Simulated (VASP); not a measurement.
A run of VASP 6.6.1 is set up as follows.

File POSCAR:

```
Au
1.0
    0.0000000000      2.0350000000      2.0350000000
    2.0350000000      0.0000000000      2.0350000000
    2.0350000000      2.0350000000      0.0000000000
Au
1
Direct
    0.0000000000      0.0000000000      0.0000000000
```

File INCAR.step1:

```
PREC = Accurate ; ENCUT = 600
ISMEAR = -1 ; SIGMA = 0.1
LREAL = F ; LASPH = T
NELM = 100 ; GGA = PE
ALGO = Normal ; EDIFF = 1E-4
LWAVE = T ; LCHARG = F
```

The input INCAR.step2:

```
PREC = Accurate ; ENCUT = 600
EDIFF = 1E-6 ; ISMEAR = -1
SIGMA = 0.1 ; LREAL = F
LASPH = T ; NELM = 100
ALGO = Normal ; ISIF = 3
LWAVE = F ; LCHARG = F
METAGGA = R2SCAN ; LMIXTAU = T
IBRION = 2 ; NSW = 100
EDIFFG = -0.002 ; ISTART = 1
```

KPOINTS

```
regular mesh
0
Gamma
  24 24 24
```

Potentials or basis: VASP PAW PBE potentials, release 64 (Au).

Command:

```console
$ cat potpaw_PBE.64/Au/POTCAR > POTCAR
$ cp INCAR.step1 INCAR
$ mpirun -np 1 vasp_std > vasp.out
$ cp INCAR.step2 INCAR
$ mpirun -np 1 vasp_std > vasp.out
```

**Question.** What does it give for the band gap on the k mesh?

**Answer.** Zero (an odd number of electrons rules out a gap without spin polarisation).

**Question.** Estimate the relaxed cell.

**Answer.** a = 2.919 Å, b = 2.919 Å, c = 2.919 Å, α = 60.00°, β = 60.00°, γ = 60.00°.

Final structure:
```
Au
1.0
     0.00000    2.06380    2.06380
     2.06380    0.00000    2.06380
     2.06380    2.06380    0.00000
Au
1
Direct
  0.00000 0.00000 0.00000
```

Caveat: spin-orbit coupling is left out, which moves the levels of the heavy elements. Zero-point motion and thermal expansion aren't in these numbers.
